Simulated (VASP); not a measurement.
# GaSb (Immm) in VASP: notebook

Runs on GaSb. Level: LDA. Tasks: single point.

Program: VASP 6.6.1. These are calculated values, not measurements. Logs are shortened: lines on timing, memory, paths and dates and some standing lists are left out, and cuts for length are marked.

### 1 The cell of the first run

Symmetry: Immm, No. 71, orthorhombic system. Conventional cell: a = 3.146 Å, b = 4.741 Å, c = 5.306 Å, α = 90.00°, β = 90.00°, γ = 90.00°. Ga (site symmetry mmm) has 6 Sb at 2.65 to 2.84 Å and 2 Ga at 3.15 Å within 3.5 Å. Sb (site symmetry mmm) has 6 Ga at 2.65 to 2.84 Å and 2 Sb at 3.15 Å within 3.5 Å.

### 2 Single point, LDA (19.78 Å³/atom)

INCAR reads:

```
SYSTEM = GaSb
PREC = Accurate
ENCUT = 520
EDIFF = 1E-7
ISMEAR = 0
SIGMA = 0.15
LREAL = .FALSE.
LASPH = .TRUE.
NELM = 60
ALGO = Normal
ISIF = 2
LWAVE = .FALSE.
LCHARG = .FALSE.
GGA = CA
NBANDS = 16
```

KPOINTS reads:

```
regular mesh
0
G
  18 18 18
  0 0 0
```

POSCAR reads:

```
GaSb
1.0
   -1.5728110736      2.3704648578      2.6529564596
    1.5728110736     -2.3704648578      2.6529564596
    1.5728110736      2.3704648578     -2.6529564596
Ga Sb
1 1
Direct
    0.0000000000      0.0000000000      0.0000000000
    0.5000000000      0.5000000000      0.0000000000
```

Potentials or basis: VASP PAW LDA potentials, release 64 (Ga_d, Sb).

Run with:

```
$ cat potpaw_LDA.64/Ga_d/POTCAR potpaw_LDA.64/Sb/POTCAR > POTCAR
$ mpirun -np 1 vasp_std > vasp.out
```

OUTCAR:

```text
SYSTEM = GaSb
   PREC = Accurate
   ENCUT = 520
   EDIFF = 1E-7
   ISMEAR = 0
   LREAL = .FALSE.
   LASPH = .TRUE.
   NELM = 60
   ISIF = 2
   GGA = CA

 ion  position               nearest neighbor table
   1  0.000  0.000  0.000-   2 2.65   2 2.65   2 2.84   2 2.84   2 2.84   2 2.84
   2  0.500  0.500  0.000-   1 2.65   1 2.65   1 2.84   1 2.84   1 2.84   1 2.84

  LATTYP: Found a body centered orthorhombic cell.
 ALAT       =     3.1456221472
 B/A-ratio  =     1.5071516838
 C/A-ratio  =     1.6867610510

  Lattice vectors:

 A1 = (  -1.5728110736,   2.3704648578,   2.6529564596)
 A2 = (   1.5728110736,  -2.3704648578,   2.6529564596)
 A3 = (   1.5728110736,   2.3704648578,  -2.6529564596)

Analysis of symmetry for initial positions (statically):
=====================================================================
 Subroutine PRICEL returns:
 Original cell was already a primitive cell.

 Routine SETGRP: Setting up the symmetry group for a
 body centered orthorhombic supercell.

 Subroutine GETGRP returns: Found  8 space group operations
 (whereof  8 operations were pure point group operations)
 out of a pool of  8 trial point group operations.

The static configuration has the point symmetry D_2h.

Analysis of symmetry for dynamics (positions and initial velocities):
=====================================================================
 Subroutine PRICEL returns:
 Original cell was already a primitive cell.

 Routine SETGRP: Setting up the symmetry group for a
 body centered orthorhombic supercell.

 Subroutine GETGRP returns: Found  8 space group operations
 (whereof  8 operations were pure point group operations)
 out of a pool of  8 trial point group operations.

The dynamic configuration has the point symmetry D_2h.

 Subroutine INISYM returns: Found  8 space group operations
 (whereof  8 operations are pure point group operations),
 and found     1 'primitive' translations

----------------------------------------------------------------------------------------

                                     Primitive cell

  volume of cell :      39.5640

  direct lattice vectors                    reciprocal lattice vectors
    -1.572811074  2.370464858  2.652956460     0.000000000  0.210929092  0.188468981
     1.572811074 -2.370464858  2.652956460     0.317902136  0.000000000  0.188468981
     1.572811074  2.370464858 -2.652956460     0.317902136  0.210929092  0.000000000

  length of vectors
     3.889860703  3.889860703  3.889860703     0.282863286  0.369570460  0.381513892

  position of ions in fractional coordinates (direct lattice)
     0.000000000  0.000000000  0.000000000
     0.500000000  0.500000000  0.000000000

  ion indices of the primitive-cell ions
   primitive index   ion index
                 1           1
                 2           2

----------------------------------------------------------------------------------------

 KPOINTS: regular mesh

Automatic generation of k-mesh.
 Grid dimensions read from file:
 generate k-points for:   18   18   18

 Generating k-lattice:

  Cartesian coordinates                     Fractional coordinates (reciprocal lattice)
     0.000000000  0.011718283  0.010470499     0.055555556 -0.000000000  0.000000000
     0.017661230  0.000000000  0.010470499     0.000000000  0.055555556 -0.000000000
     0.017661230  0.011718283  0.000000000     0.000000000 -0.000000000  0.055555556

  Length of vectors
     0.015714627  0.020531692  0.021195216

  Shift w.r.t. Gamma in fractional coordinates (k-lattice)
     0.000000000  0.000000000  0.000000000

 Subroutine IBZKPT returns following result:
 ===========================================

 Found    865 irreducible k-points:

 Following reciprocal coordinates:
            Coordinates               Weight
  0.000000  0.000000  0.000000      1.000000
  0.055556 -0.000000  0.000000      4.000000
  0.111111 -0.000000  0.000000      4.000000
  0.166667  0.000000 -0.000000      4.000000
  0.222222  0.000000 -0.000000      4.000000
  0.277778 -0.000000  0.000000      4.000000
[... 16 lines left out ...]
 -0.333333  0.055556 -0.000000      8.000000
 -0.277778  0.055556 -0.000000      8.000000
 [... further k-points ...]
   k-points           NKPTS =    865   k-points in BZ     NKDIM =    865   number of bands    NBANDS=     16
   number of dos      NEDOS =    301   number of ions     NIONS =      2
   total plane-waves  NPLWV =  27000
   dimension x,y,z NGX =    30 NGY =   30 NGZ =   30
   dimension x,y,z NGXF=    60 NGYF=   60 NGZF=   60
   ions per type =               1   1
   NGX,Y,Z   is equivalent  to a cutoff of  12.82, 12.82, 12.82 a.u.
   NGXF,Y,Z  is equivalent  to a cutoff of  25.64, 25.64, 25.64 a.u.
 SYSTEM =  GaSb
   PREC   = accura    normal or accurate (medium, high low for compatibility)
   ISTART =      0    job   : 0-new  1-cont  2-samecut
   ICHARG =      2    charge: 1-file 2-atom 10-const
   ISPIN  =      1    spin polarized calculation?
   LNONCOLLINEAR =      F non collinear calculations
   LSORBIT =      F    spin-orbit coupling
   LASPH  =      T    aspherical Exc in radial PAW
   ENCUT  =  520.0 eV  38.22 Ry    6.18 a.u.   7.23  7.23  7.23*2*pi/ulx,y,z
   NELM   =     60;   NELMIN=  2; NELMDL= -5     # of ELM steps
   EDIFF  = 0.1E-06   stopping-criterion for ELM
   LREAL  =      F    real-space projection
   EDIFFG = 0.1E-05   stopping-criterion for IOM
   NSW    =      0    number of steps for IOM
   IBRION =     -1    ionic relax: 0-MD 1-quasi-New 2-CG
   NFREE  =      0    steps in history (QN), initial steepest desc. (CG)
   ISIF   =      2    stress and relaxation
   ISYM   =      2    0-nonsym 1-usesym 2-fastsym
   POTIM  = 0.5000    time-step for ionic-motion
   TEBEG  =    0.0;   TEEND  =   0.0 temperature during run
   PSTRESS=    0.0 pullay stress
   NELECT =      18.0000    total number of electrons
   NUPDOWN=      -1.0000    fix difference up-down
   EMIN   =  10.00;   EMAX   =-10.00  energy-range for DOS
   EFERMI =   0.00;   METHOD = LEGACY
   ISMEAR =     0;   SIGMA  =   0.15  broadening in eV -4-tet -1-fermi 0-gaus
   EFERMI_NEDOS =   21; number of points for ismear=-14 and -15
   IALGO  =     38    algorithm
   IMIX   =      4    mixing-type and parameters
     AMIX     =   0.40;   BMIX     =  1.00
     AMIX_MAG =   1.60;   BMIX_MAG =  1.00
  volume/ion in A,a.u.               =      19.78       133.50
  Fermi-wavevector in a.u.,A,eV,Ry     =   1.259116  2.379383 21.570297  1.585372
  Thomas-Fermi vector in A             =   2.392691
   LORBIT       =      0    0 simple, 1 ext, 2 COOP (PROOUT), +10 PAW based schemes
   GGA     = CA    functional components
   LHFCALC =     F    Hartree Fock is set to
   AEXX    =    0.0000 exact exchange contribution
   IVDW    =     0    specifies the selected vdW correction
   LEPSILON=     F    determine dielectric tensor
   LRPA    =     F    only Hartree local field effects (RPA)
 non-spin polarized calculation
 Gauss-broadening in eV      SIGMA  =   0.15
  energy-cutoff  :      520.00
  volume of cell :       39.56
 maximum number of plane-waves:      1079
 NGX is ok and might be reduce to    30
   NGX = 15   NGY = 15   NGZ = 15

 number of electron      17.9999999 magnetization

 Free energy of the ion-electron system (eV)
  ---------------------------------------------------
  ext. energy  EPLUGINS =         0.00000000
  ---------------------------------------------------
  free energy    TOTEN  =        -8.21927275 eV

  energy without entropy =       -8.21060940  energy(sigma->0) =       -8.21494107

 E-fermi :   8.8772     XC(G=0): -11.3877

 val. band max:        8.8761034286   @ k =  -0.2778  -0.2222   0.1667
 cond. band min:       8.8774681769   @ k =  -0.1667   0.3333   0.1111
 fundamental gap:      0.0013647483
 Fermi energy:         8.8772471021

 k-point     1 :       0.0000    0.0000    0.0000
  band No.  band energies     occupation
      1      -6.4696      2.00000
      2      -6.3965      2.00000
      3      -6.3914      2.00000
      4      -6.3682      2.00000
      5      -6.3303      2.00000
      6      -4.6973      2.00000
[... 8 lines left out ...]
     15      18.4115      0.00000
     16      19.0527      0.00000

 k-point     2 :       0.0556   -0.0000    0.0000
  band No.  band energies     occupation
      1      -6.4691      2.00000
      2      -6.3959      2.00000
      3      -6.3926      2.00000
      4      -6.3683      2.00000
      5      -6.3301      2.00000
      6      -4.6620      2.00000
[... 8 lines left out ...]
     15      18.3160      0.00000
     16      19.1551      0.00000

 k-point     3 :       0.1111   -0.0000    0.0000
  band No.  band energies     occupation
      1      -6.4677      2.00000
      2      -6.3966      2.00000
      3      -6.3937      2.00000
      4      -6.3685      2.00000
      5      -6.3295      2.00000
      6      -4.5562      2.00000
[... 8 lines left out ...]
     15      17.9985      0.00000
     16      19.6915      0.00000

 k-point     4 :       0.1667    0.0000   -0.0000
  band No.  band energies     occupation
      1      -6.4662      2.00000
      2      -6.4019      2.00000
      3      -6.3910      2.00000
      4      -6.3689      2.00000
      5      -6.3285      2.00000
      6      -4.3800      2.00000
[... 8 lines left out ...]
     15      17.6950      0.00000
     16      19.8923      0.00000

 k-point     5 :       0.2222    0.0000   -0.0000
  band No.  band energies     occupation
      1      -6.4654      2.00000
      2      -6.4082      2.00000
      3      -6.3877      2.00000
      4      -6.3696      2.00000
      5      -6.3272      2.00000
      6      -4.1350      2.00000
[... 8 lines left out ...]
     15      17.4748      0.00000
     16      19.3132      0.00000

 k-point     6 :       0.2778   -0.0000    0.0000
  band No.  band energies     occupation
      1      -6.4656      2.00000
      2      -6.4143      2.00000
      3      -6.3842      2.00000
      4      -6.3705      2.00000
      5      -6.3256      2.00000
      6      -3.8249      2.00000
[... 8 lines left out ...]
     15      17.5144      0.00000
     16      18.6720      0.00000

 k-point     7 :       0.3333    0.0000    0.0000
  band No.  band energies     occupation
      1      -6.4669      2.00000
      2      -6.4193      2.00000
      3      -6.3811      2.00000
      4      -6.3714      2.00000
      5      -6.3240      2.00000
      6      -3.4594      2.00000
[... 8 lines left out ...]
     15      18.0750      0.00000
     16      18.5698      0.00000

 k-point     8 :       0.3889    0.0000    0.0000
  band No.  band energies     occupation
      1      -6.4689      2.00000
      2      -6.4227      2.00000
      3      -6.3787      2.00000
      4      -6.3723      2.00000
      5      -6.3225      2.00000
      6      -3.0624      2.00000
[... 8 lines left out ...]
     15      17.7270      0.00000
     16      19.9860      0.00000

 k-point     9 :       0.4444    0.0000   -0.0000
  band No.  band energies     occupation
      1      -6.4705      2.00000
      2      -6.4247      2.00000
      3      -6.3772      2.00000
      4      -6.3729      2.00000
      5      -6.3216      2.00000
      6      -2.6990      2.00000
[... 8 lines left out ...]
     15      17.4928      0.00000
     16      21.4986      0.00000
[... 172 lines left out ...]
 k-point    19 :       0.4444    0.0556    0.0000
  band No.  band energies     occupation
      1      -6.4679      2.00000
      2      -6.4243      2.00000
      3      -6.3769      2.00000
      4      -6.3753      2.00000
      5      -6.3239      2.00000
      6      -2.5288      2.00000
[... 8 lines left out ...]
     15      18.2376      0.00000
     16      22.0989      0.00000

 k-point    20 :       0.5000    0.0556    0.0000
  band No.  band energies     occupation
      1      -6.4685      2.00000
      2      -6.4238      2.00000
      3      -6.3765      2.00000
      4      -6.3760      2.00000
      5      -6.3238      2.00000
      6      -2.5076      2.00000
[... 8 lines left out ...]
     15      18.1415      0.00000
     16      22.0384      0.00000

 k-point    21 :      -0.4444    0.0556    0.0000
  band No.  band energies     occupation
      1      -6.4677      2.00000
      2      -6.4221      2.00000
      3      -6.3775      2.00000
      4      -6.3758      2.00000
      5      -6.3243      2.00000
      6      -2.7883      2.00000
[... 8 lines left out ...]
     15      18.1340      0.00000
     16      20.7248      0.00000

 k-point    22 :      -0.3889    0.0556   -0.0000
  band No.  band energies     occupation
      1      -6.4660      2.00000
      2      -6.4193      2.00000
      3      -6.3796      2.00000
      4      -6.3751      2.00000
      5      -6.3253      2.00000
      6      -3.1793      2.00000
[... 8 lines left out ...]
     15      18.1975      0.00000
     16      19.3811      0.00000

 k-point    23 :      -0.3333    0.0556   -0.0000
  band No.  band energies     occupation
      1      -6.4644      2.00000
      2      -6.4152      2.00000
      3      -6.3825      2.00000
      4      -6.3742      2.00000
      5      -6.3266      2.00000
      6      -3.5671      2.00000
[... 8 lines left out ...]
     15      18.0906      0.00000
     16      18.6931      0.00000

 k-point    24 :      -0.2778    0.0556   -0.0000
  band No.  band energies     occupation
      1      -6.4633      2.00000
      2      -6.4100      2.00000
      3      -6.3857      2.00000
      4      -6.3732      2.00000
      5      -6.3281      2.00000
      6      -3.9101      2.00000
[... 8 lines left out ...]
     15      18.0652      0.00000
     16      18.9369      0.00000

 [... further k-points ...]

------------------------ aborting loop because EDIFF is reached ----------------------------------------

  FORCE on cell =-STRESS in cart. coord.  units (eV):
  Direction    XX          YY          ZZ          XY          YZ          ZX
  --------------------------------------------------------------------------------------
  -------------------------------------------------------------------------------------
  Total        1.8605355      2.3447200      3.5208541      0.0000000      0.0000000      0.0000000
  in kB       75.3439437     94.9514005    142.5799367      0.0000000      0.0000000      0.0000000
  external PRESSURE =     104.2917603 kB  Pullay stress =       0.0000000 kB

 VOLUME and BASIS-vectors are now :
 -----------------------------------------------------------------------------
  energy-cutoff  :      520.00
  volume of cell :       39.56
      direct lattice vectors                 reciprocal lattice vectors
    -1.572811074  2.370464858  2.652956460     0.000000000  0.210929092  0.188468981
     1.572811074 -2.370464858  2.652956460     0.317902136  0.000000000  0.188468981
     1.572811074  2.370464858 -2.652956460     0.317902136  0.210929092  0.000000000

 POSITION                                       TOTAL-FORCE (eV/Angst)
 -----------------------------------------------------------------------------------
      0.00000      0.00000      0.00000         0.000000     -0.000000     -0.000000
      0.00000      0.00000      2.65296        -0.000000      0.000000      0.000000
 -----------------------------------------------------------------------------------
    total drift:                                0.000000      0.000000      0.000000

  FREE ENERGIE OF THE ION-ELECTRON SYSTEM (eV)
  ---------------------------------------------------
  free  energy   TOTEN  =        -8.2192727478 eV

  energy  without entropy=       -8.2106094012  energy(sigma->0) =       -8.21494107
```

Wall time 12 min (1 thread of Intel Xeon Platinum 8488C (Sapphire Rapids), shared host); peak memory 0.63 GiB.

Results:

* Free energy: -8.2193 eV
* Pressure: 10.4 GPa
* Band gap on the k mesh: zero (bands 9 and 10 overlap by 7.14 eV)

Stress tensor (GPa, compression positive):
```
 7.53  0.00  0.00
 0.00  9.50  0.00
 0.00  0.00 14.26
```

Caveat: the stress differs along the axes, from 8 to 14 GPa; spin-orbit coupling is left out, which moves the levels of the heavy elements.

[end of part 1 of 3]
